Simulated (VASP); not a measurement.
Wanted: the native input for a VASP 6.6.1 run.

| Property | Result |
| --- | --- |
| Task | single point |
| Functional | PBE |
| Potentials or basis | VASP PAW PBE potentials, release 64 (Hf_pv, Si, O) |
| Cutoff | 520 eV |
| k mesh | 6 × 6 × 6 |
| Occupations | gaussian, width 0.01 eV |
| Spin | no spin polarisation |
| Dipole correction | no |
| Further INCAR settings | ALGO = Normal; EDIFF = 1e-06; NBANDS = 50 |

The structure of HfSiO4 lies in POSCAR:

```
HfSiO4
1.0
   -3.3227449928      3.3227449928      3.0072240187
    3.3227449928     -3.3227449928      3.0072240187
    3.3227449928      3.3227449928     -3.0072240187
Hf Si O
2 2 8
Direct
    0.7500000000      0.2500000000      0.5000000000
    0.0000000000      0.0000000000      0.0000000000
    0.2500000000      0.7500000000      0.5000000000
    0.5000000000      0.5000000000      0.0000000000
    0.1347369486      0.3189317937      0.8158051549
    0.0689317937      0.7531266389      0.6841948451
    0.5031266389      0.3189317937      0.1841948451
    0.0689317937      0.3847369486      0.3158051549
    0.6152630514      0.9310682063      0.6841948451
    0.6810682063      0.8652630514      0.1841948451
    0.2468733611      0.9310682063      0.3158051549
    0.6810682063      0.4968733611      0.8158051549
```

The input as run:

INCAR

```
PREC     = Accurate       # precision mode
ENCUT    = 520            # plane-wave cutoff, eV
EDIFF    = 1E-6           # SCF threshold, eV
ISMEAR   = 0              # smearing method
SIGMA    = 0.01           # smearing width, eV
LREAL    = False          # projectors in reciprocal space
LASPH    = True           # aspherical terms in the spheres
NELM     = 100            # most SCF steps
ALGO     = Normal         # electronic algorithm
ISIF     = 2              # what is computed and relaxed
LWAVE    = False          # write WAVECAR
LCHARG   = False          # write CHGCAR
GGA      = PE             # functional
NBANDS   = 50             # bands
```

KPOINTS

```
regular mesh
0
Gamma
  6 6 6
```

Potentials or basis: VASP PAW PBE potentials, release 64 (Hf_pv, Si, O).

Launch:

```sh
$ cat potpaw_PBE.64/Hf_pv/POTCAR potpaw_PBE.64/Si/POTCAR potpaw_PBE.64/O/POTCAR > POTCAR
$ mpirun -np 1 vasp_std > vasp.out
```

It gave:

```
Pressure               : -1.6 GPa
Largest force          : 0.185 eV/Å
Band gap on the k mesh : 5.27 eV (least direct gap 5.60 eV)
```

Caveat: spin-orbit coupling is left out, which moves the levels of the heavy elements.

Run time: 6.1 min on 1 thread of Intel Xeon 8259CL, on a shared host, peak memory 0.35 GiB.
